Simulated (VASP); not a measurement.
# Sb (Im-3m) in VASP: further runs

The runs below take Sb through single point, with PBEsol.

All numbers are computed with VASP 6.6.1; they aren't measurements. Logs are shortened: lines on timing, memory, paths and dates and some standing lists are left out, and cuts for length are marked.

**1. The cell of the first run**

Symmetry: Im-3m, No. 229, cubic system. Conventional cell: a = 3.629 Å, b = 3.629 Å, c = 3.629 Å, α = 90.00°, β = 90.00°, γ = 90.00°. Sb (site symmetry m-3m) has 14 Sb at 3.14 to 3.63 Å within 4.1 Å.

**2. Single point, PBEsol (volume scaled by 0.92)**

Input file INCAR:

```
PREC = Accurate
ENCUT = 520
EDIFF = 1E-6
ISMEAR = -1
SIGMA = 0.1
LREAL = False
LASPH = True
NELM = 100
ALGO = Normal
ISIF = 2
LWAVE = False
LCHARG = False
GGA = PS
NBANDS = 8
```

Input file KPOINTS:

```
Automatic mesh
0
Gamma
  13 13 13
```

Input file POSCAR:

```
Sb
1.0
   -1.8146531445      1.8146531445      1.8146531445
    1.8146531445     -1.8146531445      1.8146531445
    1.8146531445      1.8146531445     -1.8146531445
Sb
1
Direct
    0.0000000000      0.0000000000      0.0000000000
```

Potentials or basis: VASP PAW PBE potentials, release 64 (Sb).

The run is started by

```sh
cat potpaw_PBE.64/Sb/POTCAR > POTCAR
mpirun -np 1 vasp_std > vasp.out
```

OUTCAR:

```text
PREC = Accurate
   ENCUT = 520
   EDIFF = 1E-6
   ISMEAR = -1
   LREAL = False
   LASPH = True
   NELM = 100
   ISIF = 2
   GGA = PS

 ion  position               nearest neighbor table
   1  0.000  0.000  0.000-

  LATTYP: Found a body centered cubic cell.
 ALAT       =     3.6293062890

  Lattice vectors:

 A1 = (  -1.8146531445,   1.8146531445,   1.8146531445)
 A2 = (   1.8146531445,  -1.8146531445,   1.8146531445)
 A3 = (   1.8146531445,   1.8146531445,  -1.8146531445)

Analysis of symmetry for initial positions (statically):
=====================================================================
 Subroutine PRICEL returns:
 Original cell was already a primitive cell.

 Routine SETGRP: Setting up the symmetry group for a
 body centered cubic supercell.

 Subroutine GETGRP returns: Found 48 space group operations
 (whereof 48 operations were pure point group operations)
 out of a pool of 48 trial point group operations.

The static configuration has the point symmetry O_h .

Analysis of symmetry for dynamics (positions and initial velocities):
=====================================================================
 Subroutine PRICEL returns:
 Original cell was already a primitive cell.

 Routine SETGRP: Setting up the symmetry group for a
 body centered cubic supercell.

 Subroutine GETGRP returns: Found 48 space group operations
 (whereof 48 operations were pure point group operations)
 out of a pool of 48 trial point group operations.

The dynamic configuration has the point symmetry O_h .

 Subroutine INISYM returns: Found 48 space group operations
 (whereof 48 operations are pure point group operations),
 and found     1 'primitive' translations

----------------------------------------------------------------------------------------

                                     Primitive cell

  volume of cell :      23.9024

  direct lattice vectors                    reciprocal lattice vectors
    -1.814653145  1.814653145  1.814653145     0.000000000  0.275534750  0.275534750
     1.814653145 -1.814653145  1.814653145     0.275534750  0.000000000  0.275534750
     1.814653145  1.814653145 -1.814653145     0.275534750  0.275534750  0.000000000

  length of vectors
     3.143071444  3.143071444  3.143071444     0.389664980  0.389664980  0.389664980

  position of ions in fractional coordinates (direct lattice)
     0.000000000  0.000000000  0.000000000

  ion indices of the primitive-cell ions
   primitive index   ion index
                 1           1

----------------------------------------------------------------------------------------

 KPOINTS: Automatic mesh

Automatic generation of k-mesh.
 Grid dimensions read from file:
 generate k-points for:   13   13   13

 Generating k-lattice:

  Cartesian coordinates                     Fractional coordinates (reciprocal lattice)
     0.000000000  0.021194981  0.021194981     0.076923077  0.000000000  0.000000000
     0.021194981  0.000000000  0.021194981     0.000000000  0.076923077  0.000000000
     0.021194981  0.021194981  0.000000000     0.000000000  0.000000000  0.076923077

  Length of vectors
     0.029974229  0.029974229  0.029974229

  Shift w.r.t. Gamma in fractional coordinates (k-lattice)
     0.000000000  0.000000000  0.000000000

 Subroutine IBZKPT returns following result:
 ===========================================

 Found     84 irreducible k-points:

 Following reciprocal coordinates:
            Coordinates               Weight
  0.000000  0.000000  0.000000      1.000000
  0.076923  0.000000  0.000000     12.000000
  0.153846  0.000000  0.000000     12.000000
  0.230769  0.000000  0.000000     12.000000
  0.307692  0.000000  0.000000     12.000000
  0.384615  0.000000  0.000000     12.000000
[... 16 lines left out ...]
  0.153846  0.076923  0.076923     24.000000
  0.230769  0.076923  0.076923     24.000000
 [... further k-points ...]
   k-points           NKPTS =     84   k-points in BZ     NKDIM =     84   number of bands    NBANDS=      8
   number of dos      NEDOS =    301   number of ions     NIONS =      1
   total plane-waves  NPLWV =  13824
   dimension x,y,z NGX =    24 NGY =   24 NGZ =   24
   dimension x,y,z NGXF=    48 NGYF=   48 NGZF=   48
   ions per type =               1
   NGX,Y,Z   is equivalent  to a cutoff of  12.69, 12.69, 12.69 a.u.
   NGXF,Y,Z  is equivalent  to a cutoff of  25.39, 25.39, 25.39 a.u.
 SYSTEM =  unknown system
   PREC   = accura    normal or accurate (medium, high low for compatibility)
   ISTART =      0    job   : 0-new  1-cont  2-samecut
   ICHARG =      2    charge: 1-file 2-atom 10-const
   ISPIN  =      1    spin polarized calculation?
   LNONCOLLINEAR =      F non collinear calculations
   LSORBIT =      F    spin-orbit coupling
   LASPH  =      T    aspherical Exc in radial PAW
   ENCUT  =  520.0 eV  38.22 Ry    6.18 a.u.   5.84  5.84  5.84*2*pi/ulx,y,z
   NELM   =    100;   NELMIN=  2; NELMDL= -5     # of ELM steps
   EDIFF  = 0.1E-05   stopping-criterion for ELM
   LREAL  =      F    real-space projection
   EDIFFG = 0.1E-04   stopping-criterion for IOM
   NSW    =      0    number of steps for IOM
   IBRION =     -1    ionic relax: 0-MD 1-quasi-New 2-CG
   NFREE  =      0    steps in history (QN), initial steepest desc. (CG)
   ISIF   =      2    stress and relaxation
   ISYM   =      2    0-nonsym 1-usesym 2-fastsym
   POTIM  = 0.5000    time-step for ionic-motion
   TEBEG  =    0.0;   TEEND  =   0.0 temperature during run
   PSTRESS=    0.0 pullay stress
   NELECT =       5.0000    total number of electrons
   NUPDOWN=      -1.0000    fix difference up-down
   EMIN   =  10.00;   EMAX   =-10.00  energy-range for DOS
   EFERMI =   0.00;   METHOD = LEGACY
   ISMEAR =    -1;   SIGMA  =   0.10  broadening in eV -4-tet -1-fermi 0-gaus
   EFERMI_NEDOS =   21; number of points for ismear=-14 and -15
   IALGO  =     38    algorithm
   IMIX   =      4    mixing-type and parameters
     AMIX     =   0.40;   BMIX     =  1.00
     AMIX_MAG =   1.60;   BMIX_MAG =  1.00
  volume/ion in A,a.u.               =      23.90       161.30
  Fermi-wavevector in a.u.,A,eV,Ry     =   0.971817  1.836468 12.849730  0.944429
  Thomas-Fermi vector in A             =   2.102065
   LORBIT       =      0    0 simple, 1 ext, 2 COOP (PROOUT), +10 PAW based schemes
   GGA     = PS    functional components
   LHFCALC =     F    Hartree Fock is set to
   AEXX    =    0.0000 exact exchange contribution
   IVDW    =     0    specifies the selected vdW correction
   LEPSILON=     F    determine dielectric tensor
   LRPA    =     F    only Hartree local field effects (RPA)
 non-spin polarized calculation
  energy-cutoff  :      520.00
  volume of cell :       23.90
 maximum number of plane-waves:       664
   NGX = 11   NGY = 11   NGZ = 11

 number of electron       5.0000000 magnetization

 Free energy of the ion-electron system (eV)
  ---------------------------------------------------
  ext. energy  EPLUGINS =         0.00000000
  ---------------------------------------------------
  free energy    TOTEN  =        -4.36076631 eV

  energy without entropy =       -4.34334057  energy(sigma->0) =       -4.35205344

 E-fermi :   9.9196     XC(G=0): -10.8550

 val. band max:        9.8296492046   @ k =   0.3077   0.1538   0.0000
 cond. band min:       9.9499204168   @ k =   0.1538   0.1538   0.0000
 fundamental gap:      0.1202712122
 Fermi energy:         9.9196061751

 k-point     1 :       0.0000    0.0000    0.0000
  band No.  band energies     occupation
      1      -3.9142      2.00000
      2      16.4174      0.00000
      3      16.4174      0.00000
      4      16.4174      0.00000
      5      21.0181      0.00000
      6      21.0181      0.00000
      7      21.0181      0.00000
      8      21.8381      0.00000

 k-point     2 :       0.0769    0.0000    0.0000
  band No.  band energies     occupation
      1      -3.7756      2.00000
      2      15.2940      0.00000
      3      15.9011      0.00000
      4      16.2658      0.00000
      5      20.0565      0.00000
      6      20.1070      0.00000
      7      21.3889      0.00000
      8      21.6565      0.00000

 k-point     3 :       0.1538    0.0000    0.0000
  band No.  band energies     occupation
      1      -3.3603      2.00000
      2      12.9346      0.00000
      3      14.8534      0.00000
      4      15.8416      0.00000
      5      18.9327      0.00000
      6      19.0962      0.00000
      7      21.1859      0.00000
      8      22.2692      0.00000

 k-point     4 :       0.2308    0.0000    0.0000
  band No.  band energies     occupation
      1      -2.6716      2.00000
      2      10.3375      0.03018
      3      13.7864      0.00000
      4      15.2702      0.00000
      5      18.0691      0.00000
      6      18.2819      0.00000
      7      21.4978      0.00000
      8      22.7781      0.00000

 k-point     5 :       0.3077    0.0000    0.0000
  band No.  band energies     occupation
      1      -1.7203      2.00000
      2       7.8423      2.00000
      3      12.8973      0.00000
      4      14.7172      0.00000
      5      17.4410      0.00000
      6      17.6734      0.00000
      7      22.2145      0.00000
      8      23.4394      0.00000
[... 177 lines left out ...]
 k-point    22 :       0.0769    0.0769    0.0769
  band No.  band energies     occupation
      1      -3.0843      2.00000
      2      12.1129      0.00000
      3      14.2515      0.00000
      4      14.2515      0.00000
      5      19.8033      0.00000
      6      19.8033      0.00000
      7      22.4035      0.00000
      8      22.4035      0.00000

 k-point    23 :       0.1538    0.0769    0.0769
  band No.  band energies     occupation
      1      -2.3983      2.00000
      2      10.1333      0.21120
      3      12.5733      0.00000
      4      13.4552      0.00000
      5      19.8511      0.00000
      6      19.9179      0.00000
      7      22.2220      0.00000
      8      22.9011      0.00000

 k-point    24 :       0.2308    0.0769    0.0769
  band No.  band energies     occupation
      1      -1.4533      2.00000
      2       7.9261      2.00000
      3      11.4158      0.00000
      4      12.7908      0.00000
      5      19.4560      0.00000
      6      19.7561      0.00000
      7      22.6435      0.00000
      8      23.6046      0.00000

 [... further k-points ...]
[... 5 lines left out ...]
  --------------------------------------------------------------------------------------
  -------------------------------------------------------------------------------------
  Total        0.9784800      0.9784800      0.9784800     -0.0000000     -0.0000000      0.0000000
  in kB       65.5875902     65.5875902     65.5875902     -0.0000000     -0.0000000      0.0000000
  external PRESSURE =      65.5875902 kB  Pullay stress =       0.0000000 kB

 VOLUME and BASIS-vectors are now :
 -----------------------------------------------------------------------------
  energy-cutoff  :      520.00
  volume of cell :       23.90
      direct lattice vectors                 reciprocal lattice vectors
    -1.814653145  1.814653145  1.814653145     0.000000000  0.275534750  0.275534750
     1.814653145 -1.814653145  1.814653145     0.275534750  0.000000000  0.275534750
     1.814653145  1.814653145 -1.814653145     0.275534750  0.275534750  0.000000000

 POSITION                                       TOTAL-FORCE (eV/Angst)
 -----------------------------------------------------------------------------------
      0.00000      0.00000      0.00000         0.000000     -0.000000     -0.000000
 -----------------------------------------------------------------------------------
    total drift:                                0.000000      0.000000      0.000000

  FREE ENERGIE OF THE ION-ELECTRON SYSTEM (eV)
  ---------------------------------------------------
  free  energy   TOTEN  =        -4.3607663088 eV

  energy  without entropy=       -4.3433405677  energy(sigma->0) =       -4.35205344
```

Wall time 5.2 s (1 thread of Intel Xeon 6975P-C, shared host); peak memory 0.14 GiB.

What came out:

```
Free energy : -4.3608 eV
Pressure    : 6.6 GPa
```

Levels at points of the mesh, in eV from the Fermi level:
```tsv
k point	band 1	band 2	band 3	band 4	band 5	band 6	band 7
(0.00, 0.00, 0.00)	-13.83	6.50	6.50	6.50	11.10	11.10	11.10
```

Caveat: the cell differs from its parent crystal (volume scaled by 0.92); the PAW data sets were made with another functional, which shifts forces and pressure a little; spin-orbit coupling is left out, which moves the levels of the heavy elements.

**3. Single point, PBEsol (volume scaled by 0.96)**

Input file INCAR:

```
SYSTEM = Sb
PREC = Accurate ; ENCUT = 520
EDIFF = 1E-6 ; ISMEAR = -1
SIGMA = 0.1 ; LREAL = .FALSE.
LASPH = .TRUE. ; NELM = 80
ALGO = Normal ; ISIF = 2
LWAVE = .FALSE. ; LCHARG = .FALSE.
GGA = PS ; NBANDS = 8
```

Input file KPOINTS:

```
Automatic mesh
0
G
  13 13 13
  0 0 0
```

Input file POSCAR:

```
Sb
1.0
   -1.8405802638      1.8405802638      1.8405802638
    1.8405802638     -1.8405802638      1.8405802638
    1.8405802638      1.8405802638     -1.8405802638
Sb
1
Direct
    0.0000000000      0.0000000000      0.0000000000
```

Potentials or basis: VASP PAW PBE potentials, release 64 (Sb).

The run is started by

```sh
cat potpaw_PBE.64/Sb/POTCAR > POTCAR
mpirun -np 1 vasp_std > vasp.out
```

It took 5.3 s on 1 thread of Intel Xeon 6975P-C, shared host; peak memory 0.15 GiB.

It converged, with:

```yaml
Free_energy: -4.3906 eV
Pressure: 2.8 GPa
```

Levels at points of the mesh, in eV from the Fermi level:
| k point | band 1 | band 2 | band 3 | band 4 | band 5 | band 6 | band 7 | band 8 |
| --- | --- | --- | --- | --- | --- | --- | --- | --- |
| (0.00, 0.00, 0.00) | -13.44 | 6.14 | 6.14 | 6.14 | 10.94 | 10.94 | 10.94 | 11.91 |

Caveat: the cell differs from its parent crystal (volume scaled by 0.96); the PAW data sets were made with another functional, which shifts forces and pressure a little; spin-orbit coupling is left out, which moves the levels of the heavy elements.

**4. Single point, PBEsol**

This run uses another cell than the first one, of 25.98 Å³/atom, 1.087 times its volume.

Input file INCAR:

```
SYSTEM = Sb
ALGO = Normal ; EDIFF = 1E-6
ENCUT = 520 ; GGA = PS
ISIF = 2 ; ISMEAR = -1
LASPH = .True. ; LCHARG = .False.
LREAL = .False. ; LWAVE = .False.
NBANDS = 8 ; NELM = 100
PREC = Accurate ; SIGMA = 0.1
```

Input file KPOINTS:

```
k-points
0
Gamma
  13 13 13
  0 0 0
```

Input file POSCAR:

```
Sb
1.0
   -1.8657968255      1.8657968255      1.8657968255
    1.8657968255     -1.8657968255      1.8657968255
    1.8657968255      1.8657968255     -1.8657968255
Sb
1
Direct
    0.0000000000      0.0000000000      0.0000000000
```

The run is started by

```sh
cat potpaw_PBE.64/Sb/POTCAR > POTCAR
mpirun -np 1 vasp_std > vasp.out
```

Wall time 5.4 s (1 thread of Intel Xeon 6975P-C, shared host); peak memory 0.14 GiB.

The run converged. Its results:

- Free energy: -4.3986 eV
- Pressure: -0.2 GPa

Levels at points of the mesh, in eV from the Fermi level:
| k point | band 1 | band 2 | band 3 | band 4 | band 5 | band 6 | band 7 |
| --- | --- | --- | --- | --- | --- | --- | --- |
| (0.00, 0.00, 0.00) | -13.09 | 5.82 | 5.82 | 5.82 | 10.79 | 10.79 | 10.79 |

Caveat: the PAW data sets were made with another functional, which shifts forces and pressure a little; spin-orbit coupling is left out, which moves the levels of the heavy elements.

**5. Overview**

```csv
cell,gap on the mesh (eV),pressure (GPa)
"a = 3.143 Å, angles 109.5°, 1 atom",none,6.6
"a = 3.188 Å, angles 109.5°, 1 atom",none,2.8
"a = 3.232 Å, angles 109.5°, 1 atom",none,-0.2
```

Alike in all rows: task single point; level PBEsol; potentials or basis VASP PAW PBE potentials, release 64 (Sb); no spin polarisation; k mesh 13 × 13 × 13; cutoff (eV) 520; smearing fermi-dirac 0.1 eV.

Caveats: the PAW data sets were made with another functional, which shifts forces and pressure a little; spin-orbit coupling is left out, which moves the levels of the heavy elements.

Total energies depend on the potentials used, so only differences within one code and one set of settings carry meaning.
